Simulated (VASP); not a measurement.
# AlP (F-43m) in VASP: further runs

The runs below take AlP through single point, with PBE.

All numbers are computed with VASP 6.6.1; they aren't measurements. Logs are shortened: lines on timing, memory, paths and dates and some standing lists are left out, and cuts for length are marked.

### 1 The cell of the first run

It takes space group F-43m (No. 216, cubic). Conventional cell: a = 5.313 Å, b = 5.313 Å, c = 5.313 Å, α = 90.00°, β = 90.00°, γ = 90.00°. Al (site symmetry -43m) has 4 P at 2.30 Å within 3.0 Å. P (site symmetry -43m) has 4 Al at 2.30 Å within 3.0 Å.

### 2 Single point, PBE

INCAR reads:

```
SYSTEM = AlP
PREC     = Accurate       ! precision mode
ENCUT    = 500            ! plane-wave cutoff, eV
EDIFF    = 1E-6           ! SCF threshold, eV
ISMEAR   = 0              ! smearing method
SIGMA    = 0.01           ! smearing width, eV
LREAL    = .False.        ! projectors in reciprocal space
LASPH    = .True.         ! aspherical terms in the spheres
NELM     = 120            ! most SCF steps
ALGO     = Normal         ! electronic algorithm
ISIF     = 2              ! what is computed and relaxed
LWAVE    = .False.        ! write WAVECAR
LCHARG   = .False.        ! write CHGCAR
GGA      = PE             ! functional
NBANDS   = 11             ! bands
GGA_COMPAT= .False.
```

KPOINTS reads:

```
Automatic mesh
0
Gamma
  3 3 3
  0 0 0
```

POSCAR reads:

```
AlP
1.0
    0.0000000000      2.6566263788      2.6566263788
    2.6566263788      0.0000000000      2.6566263788
    2.6566263788      2.6566263788      0.0000000000
Al P
1 1
Direct
    0.0000000000      0.0000000000      0.0000000000
    0.2500000000      0.2500000000      0.2500000000
```

Potentials or basis: VASP PAW PBE potentials, release 64 (Al, P).

Command:

```sh
> cat potpaw_PBE.64/Al/POTCAR potpaw_PBE.64/P/POTCAR > POTCAR
> mpirun -np 1 vasp_std > vasp.out
```

OUTCAR:

```text
SYSTEM = AlP
   PREC = Accurate
   ENCUT = 500
   EDIFF = 1E-6
   ISMEAR = 0
   LREAL = .False.
   LASPH = .True.
   NELM = 120
   ISIF = 2
   GGA = PE

 ion  position               nearest neighbor table
   1  0.000  0.000  0.000-   2 2.30   2 2.30   2 2.30   2 2.30
   2  0.250  0.250  0.250-   1 2.30   1 2.30   1 2.30   1 2.30

  LATTYP: Found a face centered cubic cell.
 ALAT       =     5.3132527576

  Lattice vectors:

 A1 = (   0.0000000000,   2.6566263788,   2.6566263788)
 A2 = (   2.6566263788,   0.0000000000,   2.6566263788)
 A3 = (   2.6566263788,   2.6566263788,   0.0000000000)

Analysis of symmetry for initial positions (statically):
=====================================================================
 Subroutine PRICEL returns:
 Original cell was already a primitive cell.

 Routine SETGRP: Setting up the symmetry group for a
 face centered cubic supercell.

 Subroutine GETGRP returns: Found 24 space group operations
 (whereof 24 operations were pure point group operations)
 out of a pool of 48 trial point group operations.

The static configuration has the point symmetry T_d .

Analysis of symmetry for dynamics (positions and initial velocities):
=====================================================================
 Subroutine PRICEL returns:
 Original cell was already a primitive cell.

 Routine SETGRP: Setting up the symmetry group for a
 face centered cubic supercell.

 Subroutine GETGRP returns: Found 24 space group operations
 (whereof 24 operations were pure point group operations)
 out of a pool of 48 trial point group operations.

The dynamic configuration has the point symmetry T_d .

 Subroutine INISYM returns: Found 24 space group operations
 (whereof 24 operations are pure point group operations),
 and found     1 'primitive' translations

----------------------------------------------------------------------------------------

                                     Primitive cell

  volume of cell :      37.4992

  direct lattice vectors                    reciprocal lattice vectors
     0.000000000  2.656626379  2.656626379    -0.188208626  0.188208626  0.188208626
     2.656626379  0.000000000  2.656626379     0.188208626 -0.188208626  0.188208626
     2.656626379  2.656626379  0.000000000     0.188208626  0.188208626 -0.188208626

  length of vectors
     3.757037055  3.757037055  3.757037055     0.325986902  0.325986902  0.325986902

  position of ions in fractional coordinates (direct lattice)
     0.000000000  0.000000000  0.000000000
[... 64 lines left out ...]
   ISYM   =      2    0-nonsym 1-usesym 2-fastsym
   POTIM  = 0.5000    time-step for ionic-motion
   TEBEG  =    0.0;   TEEND  =   0.0 temperature during run
   PSTRESS=    0.0 pullay stress
   NELECT =       8.0000    total number of electrons
   NUPDOWN=      -1.0000    fix difference up-down
   EMIN   =  10.00;   EMAX   =-10.00  energy-range for DOS
   EFERMI =   0.00;   METHOD = LEGACY
   ISMEAR =     0;   SIGMA  =   0.01  broadening in eV -4-tet -1-fermi 0-gaus
   EFERMI_NEDOS =   21; number of points for ismear=-14 and -15
   IALGO  =     38    algorithm
   IMIX   =      4    mixing-type and parameters
     AMIX     =   0.40;   BMIX     =  1.00
     AMIX_MAG =   1.60;   BMIX_MAG =  1.00
  volume/ion in A,a.u.               =      18.75       126.53
  Fermi-wavevector in a.u.,A,eV,Ry     =   0.978208  1.848544 13.019279  0.956890
  Thomas-Fermi vector in A             =   2.108965
   LORBIT       =      0    0 simple, 1 ext, 2 COOP (PROOUT), +10 PAW based schemes
   GGA     = PE    functional components
   LHFCALC =     F    Hartree Fock is set to
   AEXX    =    0.0000 exact exchange contribution
   IVDW    =     0    specifies the selected vdW correction
   LEPSILON=     F    determine dielectric tensor
   LRPA    =     F    only Hartree local field effects (RPA)
 non-spin polarized calculation
 Gauss-broadening in eV      SIGMA  =   0.01
  energy-cutoff  :      500.00
  volume of cell :       37.50
 maximum number of plane-waves:       962
   NGX = 13   NGY = 13   NGZ = 13

 number of electron       8.0000000 magnetization

 Free energy of the ion-electron system (eV)
  ---------------------------------------------------
  ext. energy  EPLUGINS =         0.00000000
  ---------------------------------------------------
  free energy    TOTEN  =        -9.83431437 eV

  energy without entropy =       -9.83431437  energy(sigma->0) =       -9.83431437

 E-fermi :   5.5459     XC(G=0):  -9.4796

 val. band max:        5.4735668533   @ k =   0.0000   0.0000   0.0000
 cond. band min:       7.5424478372   @ k =   0.3333   0.3333   0.0000
 fundamental gap:      2.0688809839
 Fermi energy:         5.5458649594

 k-point     1 :       0.0000    0.0000    0.0000
  band No.  band energies     occupation
      1      -6.5394      2.00000
      2       5.4736      2.00000
      3       5.4736      2.00000
      4       5.4736      2.00000
      5       9.4784      0.00000
      6      10.0733      0.00000
      7      10.0733      0.00000
      8      10.0733      0.00000
      9      14.3316      0.00000
     10      14.3316      0.00000
     11      16.3006      0.00000
[... 29 lines left out ...]
 k-point     4 :      -0.3333    0.3333    0.0000
  band No.  band energies     occupation
      1      -4.0576      2.00000
      2       0.2941      2.00000
      3       1.5648      2.00000
      4       3.8659      2.00000
      5       8.1921      0.00000
      6      12.0485      0.00000
      7      13.2549      0.00000
      8      13.7065      0.00000
      9      14.5340      0.00000
     10      14.9215      0.00000
     11      21.2481      0.00000

------------------------ aborting loop because EDIFF is reached ----------------------------------------

  FORCE on cell =-STRESS in cart. coord.  units (eV):
  Direction    XX          YY          ZZ          XY          YZ          ZX
  --------------------------------------------------------------------------------------
  -------------------------------------------------------------------------------------
  Total        3.0145106      3.0145106      3.0145106     -0.0000000      0.0000000      0.0000000
  in kB      128.7970652    128.7970652    128.7970652     -0.0000000      0.0000000      0.0000000
  external PRESSURE =     128.7970652 kB  Pullay stress =       0.0000000 kB

 VOLUME and BASIS-vectors are now :
 -----------------------------------------------------------------------------
  energy-cutoff  :      500.00
  volume of cell :       37.50
      direct lattice vectors                 reciprocal lattice vectors
     0.000000000  2.656626379  2.656626379    -0.188208626  0.188208626  0.188208626
     2.656626379  0.000000000  2.656626379     0.188208626 -0.188208626  0.188208626
     2.656626379  2.656626379  0.000000000     0.188208626  0.188208626 -0.188208626

 POSITION                                       TOTAL-FORCE (eV/Angst)
 -----------------------------------------------------------------------------------
      0.00000      0.00000      0.00000         0.000000      0.000000      0.000000
      1.32831      1.32831      1.32831        -0.000000     -0.000000     -0.000000
 -----------------------------------------------------------------------------------
    total drift:                                0.000000      0.000000      0.000000

  FREE ENERGIE OF THE ION-ELECTRON SYSTEM (eV)
  ---------------------------------------------------
  free  energy   TOTEN  =        -9.8343143686 eV

  energy  without entropy=       -9.8343143686  energy(sigma->0) =       -9.83431437
```

OSZICAR:

```text
N       E                     dE             d eps       ncg     rms          rms(c)
DAV:   1     0.120247883772E+02    0.12025E+02   -0.34055E+03    96   0.566E+02
DAV:   2    -0.947014964935E+01   -0.21495E+02   -0.18534E+02   113   0.843E+01
DAV:   3    -0.103010512045E+02   -0.83090E+00   -0.82938E+00   106   0.181E+01
DAV:   4    -0.103084781629E+02   -0.74270E-02   -0.74265E-02   105   0.200E+00
DAV:   5    -0.103085898794E+02   -0.11172E-03   -0.11171E-03   103   0.225E-01    0.503E+00
DAV:   6    -0.990129883453E+01    0.40729E+00   -0.73111E-01    97   0.328E+00    0.332E+00
DAV:   7    -0.983226742331E+01    0.69031E-01   -0.31477E-01   103   0.231E+00    0.170E+00
DAV:   8    -0.983409659653E+01   -0.18292E-02   -0.19866E-02    97   0.722E-01    0.178E-01
DAV:   9    -0.983410465355E+01   -0.80570E-05   -0.73391E-04   106   0.158E-01    0.851E-02
DAV:  10    -0.983430766824E+01   -0.20301E-03   -0.27661E-04    97   0.898E-02    0.990E-03
DAV:  11    -0.983431374683E+01   -0.60786E-05   -0.29579E-05   100   0.259E-02    0.205E-02
DAV:  12    -0.983431436864E+01   -0.62180E-06   -0.14018E-06   100   0.681E-03
   1 F= -.98343144E+01 E0= -.98343144E+01  d E =-.124859E-25
```

stdout:

```text
POSCAR found type information on POSCAR AlP
 POSCAR found :  2 types and       2 ions
 scaLAPACK will be used
 LDA part: xc-table for (Slater+PW92), standard interpolation
 POSCAR, INCAR and KPOINTS ok, starting setup
 FFT: planning ... GRIDC
 FFT: planning ... GRID_SOFT
 FFT: planning ... GRID
 WAVECAR not read
 entering main loop
```

Wall time 6.2 s (1 thread of Intel Xeon 8259CL, shared host); peak memory 0.14 GiB.

Results:

| Quantity | Value |
| --- | --- |
| Free energy | -9.8343 eV |
| Pressure | 12.9 GPa |
| Band gap on the k mesh | 2.07 eV, indirect (least direct gap 3.97 eV) |

Levels at points of the mesh, in eV from the valence-band top:
```tsv
k point	band 1	band 2	band 3	band 4	band 5	band 6	band 7	band 8
(0.00, 0.00, 0.00)	-12.01	0.00	0.00	0.00	4.00	4.60	4.60	4.60
```

Caveat: the k points lie up to 0.68 Å⁻¹ apart.

### 3 Single point, PBE

INCAR reads:

```
ALGO = Normal
EDIFF = 1E-6
ENCUT = 500
GGA = PE
GGA_COMPAT = F
ISIF = 2
ISMEAR = 0
LASPH = T
LCHARG = F
LREAL = F
LWAVE = F
NBANDS = 11
NELM = 120
PREC = Accurate
SIGMA = 0.01
```

KPOINTS reads:

```
k-points
0
Gamma
  3 3 3
```

POSCAR is that of step 2.

Potentials or basis: VASP PAW PBE potentials, release 64 (Al, P).

Command:

```sh
> cat potpaw_PBE.64/Al/POTCAR potpaw_PBE.64/P/POTCAR > POTCAR
> mpirun -np 1 vasp_std > vasp.out
```

Run time: 6.6 s. Hardware: 1 thread of Intel Xeon 8259CL, shared host; peak memory 0.14 GiB.

It converged, with:

| Property | Result |
| --- | --- |
| Free energy | -9.8343 eV |
| Pressure | 12.9 GPa |
| Band gap on the k mesh | 2.07 eV, indirect (least direct gap 3.97 eV) |

Levels at points of the mesh, in eV from the valence-band top:
```
           k point  band 1  band 2  band 3  band 4  band 5  band 6  band 7  band 8
(0.00, 0.00, 0.00)  -12.01    0.00    0.00    0.00    4.00    4.60    4.60    4.60
```

Caveat: the k points lie up to 0.68 Å⁻¹ apart.
